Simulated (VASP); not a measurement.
A run of VASP 6.6.1 is set up as follows.

INCAR

```
ALGO = Normal
EDIFF = 1E-6
ENCUT = 520
GGA = PE
ISIF = 2
ISMEAR = -1
LASPH = T
LCHARG = F
LREAL = F
LWAVE = F
NBANDS = 17
NELM = 100
PREC = Accurate
SIGMA = 0.02
```

Contents of KPOINTS:

```
k-points
0
Gamma
  6 6 6
```

Contents of POSCAR:

```
PbS
1.0
    3.6150468544      0.0000000000      0.0000000000
    0.0000000000      3.6150468544      0.0000000000
    0.0000000000      0.0000000000      3.6150468544
Pb S
1 1
Direct
    0.0000000000      0.0000000000      0.0000000000
    0.5000000000      0.5000000000      0.5000000000
```

Potentials or basis: VASP PAW PBE potentials, release 64 (Pb_d, S).

The run is started by

```bash
$ cat potpaw_PBE.64/Pb_d/POTCAR potpaw_PBE.64/S/POTCAR > POTCAR
$ mpirun -np 1 vasp_std > vasp.out
```

(1) What does it give for the pressure?

(2) Estimate the band gap on the k mesh.

Answers

(1) 2.0 GPa.

(2) zero (band 10 reaches 6.54 eV, above the bottom of band 11 at 5.93 eV).

Caveat: spin-orbit coupling is left out, which moves the levels of the heavy elements.
